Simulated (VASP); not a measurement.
A run of VASP 6.6.1:

INCAR

```
  PREC = Accurate
  ENCUT = 550
  EDIFF = 1E-7
  ISMEAR = 0
  SIGMA = 0.1
  LREAL = False
  LASPH = True
  NELM = 120
  ALGO = Normal
  ISIF = 3
  LWAVE = False
  LCHARG = False
  GGA = PE
  IVDW = 12
  IBRION = 2
  NSW = 100
  EDIFFG = -0.005
  GGA_COMPAT = False
  NELMIN = 4
```

File KPOINTS:

```
Automatic mesh
0
Gamma
  16 16 16
```

The input POSCAR:

```
Hg
1.0
    0.0000000000      2.3168736644      2.3168736644
    2.3168736644      0.0000000000      2.3168736644
    2.3168736644      2.3168736644      0.0000000000
Hg
1
Direct
    0.0000000000      0.0000000000      0.0000000000
```

Potentials or basis: VASP PAW PBE potentials, release 64 (Hg_sv_GW).

Run with:

```bash
$ cat potpaw_PBE.64/Hg_sv_GW/POTCAR > POTCAR
$ mpirun -np 1 vasp_std > vasp.out
```

Hardware: 1 thread of Intel(R) Xeon(R) Platinum 8175M CPU @ 2.50GHz (Skylake/Cascade Lake), with other jobs on the host.

**Question.** Estimate the wall time of this run.

**Answer.** It took 3.2 min on 1 thread of Intel(R) Xeon(R) Platinum 8175M CPU @ 2.50GHz (Skylake/Cascade Lake), on a shared host, peak memory 0.23 GiB. Counts: scf iterations 30, k points 145, ion steps 3.
